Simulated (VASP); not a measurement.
Here is a VASP 6.6.1 calculation.

INCAR

```
PREC = Accurate
ENCUT = 600
EDIFF = 1E-6
ISMEAR = 0
SIGMA = 0.05
LREAL = F
LASPH = T
NELM = 100
ALGO = Normal
ISIF = 3
LWAVE = F
LCHARG = F
GGA = PS
IBRION = 2
NSW = 100
EDIFFG = -0.008
```

KPOINTS

```
Automatic mesh
0
Gamma
  6 6 6
```

POSCAR

```
Rb2InBiF6
1.0
    0.0000000000      4.7845498536      4.7845498536
    4.7845498536      0.0000000000      4.7845498536
    4.7845498536      4.7845498536      0.0000000000
Rb In Bi F
2 1 1 6
Direct
    0.7500000000      0.7500000000      0.7500000000
    0.2500000000      0.2500000000      0.2500000000
    0.5000000000      0.5000000000      0.5000000000
    0.0000000000      0.0000000000      0.0000000000
    0.7642827441      0.2357172559      0.2357172559
    0.2513927118      0.2200418000      0.7799582000
    0.2357172559      0.7642827441      0.7642827441
    0.2200418000      0.7486072882      0.2513927118
    0.7799582000      0.2513927118      0.7486072882
    0.7486072882      0.7799582000      0.2200418000
```

Potentials or basis: VASP PAW PBE potentials, release 64 (Rb_sv, In_d, Bi_d, F).

Command:

```console
$ cat potpaw_PBE.64/Rb_sv/POTCAR potpaw_PBE.64/In_d/POTCAR potpaw_PBE.64/Bi_d/POTCAR potpaw_PBE.64/F/POTCAR > POTCAR
$ mpirun -np 1 vasp_std > vasp.out
```

**Question.** Predict the relaxed cell.

**Answer.** a = 6.598 Å, b = 6.705 Å, c = 6.705 Å, α = 58.95°, β = 60.53°, γ = 60.53°.

**Question.** Estimate the relaxed volume.

**Answer.** 20.96 Å³/atom.

Step by step:
| step | energy change (eV) | largest force (eV/Å) | pressure (GPa) | volume (Å³) |
| --- | --- | --- | --- | --- |
| 1 | 0.0000 | 0.0784 | -0.25 | 219.06 |
| 2 | -0.0022 | 0.0865 | -0.03 | 217.97 |
| 3 | -0.0030 | 0.1106 | 0.21 | 216.76 |
| 4 | -0.0045 | 0.1080 | 0.22 | 216.53 |
| 5 | -0.0085 | 0.1010 | 0.24 | 215.86 |
| 6 | -0.0145 | 0.1085 | 0.28 | 214.52 |
| 7 | -0.0184 | 0.2714 | 0.38 | 211.85 |
| 8 | -0.0202 | 0.2750 | 0.37 | 211.77 |
| 9 | -0.0254 | 0.2854 | 0.34 | 211.53 |
| 10 | -0.0359 | 0.3066 | 0.28 | 211.05 |
| 11 | -0.0558 | 0.3513 | 0.16 | 210.10 |
| 12 | -0.0806 | 0.5225 | -0.11 | 208.20 |
| 13 | -0.0907 | 0.5221 | -0.10 | 207.89 |
| 14 | -0.1180 | 0.5238 | -0.03 | 206.95 |
| 15 | -0.1537 | 0.5487 | 0.08 | 205.09 |
| 16 | -0.0867 | 0.7429 | 0.27 | 201.40 |
| 17 | -0.1577 | 0.5634 | 0.10 | 204.51 |
| 18 | -0.1905 | 0.4728 | 0.23 | 204.44 |
| 19 | -0.2533 | 0.1652 | 0.68 | 204.24 |
| 20 | -0.1993 | 0.6378 | 1.97 | 203.73 |
| 21 | -0.2634 | 0.0689 | 0.99 | 204.11 |
| 22 | -0.2764 | 0.0719 | 0.38 | 206.82 |
| 23 | -0.2796 | 0.0997 | -0.06 | 208.92 |
| 24 | -0.2797 | 0.1011 | -0.07 | 209.03 |
| 25 | -0.2813 | 0.0408 | -0.05 | 209.25 |
| 26 | -0.2818 | 0.0421 | -0.01 | 209.53 |
| 27 | -0.2819 | 0.0247 | -0.01 | 209.47 |
| 28 | -0.2820 | 0.0234 | 0.00 | 209.45 |
| 29 | -0.2822 | 0.0201 | 0.05 | 209.38 |
| 30 | -0.2823 | 0.0149 | 0.01 | 209.48 |
| 31 | -0.2824 | 0.0073 | -0.04 | 209.67 |
| 32 | -0.2825 | 0.0058 | -0.02 | 209.61 |

Caveat: the PAW data sets were made with another functional, which shifts forces and pressure a little.
